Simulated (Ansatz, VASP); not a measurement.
**One calculation of Sb, two programs**

INCAR

```
SYSTEM = Sb
PREC = Accurate
ENCUT = 520
EDIFF = 1E-7
ISMEAR = -1
SIGMA = 0.1
LREAL = .False.
LASPH = .True.
NELM = 100
ALGO = Normal
ISIF = 2
LWAVE = .False.
LCHARG = .False.
GGA = PS
NBANDS = 12
```

KPOINTS

```
Automatic mesh
0
Gamma
  12 12 7
  0 0 0
```

Contents of POSCAR:

```
Sb
1.0
    3.4427543075      0.0000000000      0.0000000000
   -1.7213771537      2.9815126893      0.0000000000
    0.0000000000      0.0000000000      5.6928107141
Sb
2
Direct
    0.3333333333      0.6666666667      0.2500000000
    0.6666666667      0.3333333333      0.7500000000
```

Input for Ansatz:

```yaml
crystal:
  lattice:
    - [3.4427543075, 0.0, 0.0]
    - [-1.7213771537, 2.9815126893, 0.0]
    - [0.0, 0.0, 5.6928107141]
  atoms:
    - { symbol: Sb, position: [0.3333333333, 0.6666666667, 0.25] }
    - { symbol: Sb, position: [0.6666666667, 0.3333333333, 0.75] }
hamiltonian:
  xc: pbesol
  pseudopotentials:
    kind: paw
    azcp:
      Sb: "pseudopotentials/Sb.paw.azcp"
basis:
  ecutwfc: 420
  fft_grid_basis: typed
kpoints:
  mp_grid: { grid: [12, 12, 7], shift: [0, 0, 0] }
magnetization:
  spin_polarized: false
scf:
  occupations: { method: fermi_dirac, width: 0.1 }
  lower_state_search: "off"
output:
  stress: true
```

Alike in both runs: task single point; functional PBEsol; k mesh 12 × 12 × 7; occupations fermi-dirac, width 0.1 eV; no spin polarisation.

```csv
,VASP,Ansatz
version,VASP 6.6.1,Ansatz 0.2.0
potentials or method,"VASP PAW PBE potentials, release 64 (Sb), cutoff 520 eV","plane waves (420 eV) with PAW, scalar-relativistic"
valence electrons in the cell,10,30
```

Ansatz gave:

```
pressure (GPa)                                                : -5.8
traceless stress, the component that is largest in VASP (GPa) : 0.28
```

**Question.** Which values does VASP return?

**Answer.** Pressure (GPa): -5.8; traceless stress, the component that is largest in VASP (GPa): 0.26.

VASP's potentials were made for PBE, not for PBEsol, and Ansatz warns of the same on its side. VASP's potentials hold 10 valence electrons a cell and Ansatz's 30, so a difference there can come from the potentials and not from the codes.

Neither program's run includes spin-orbit coupling.
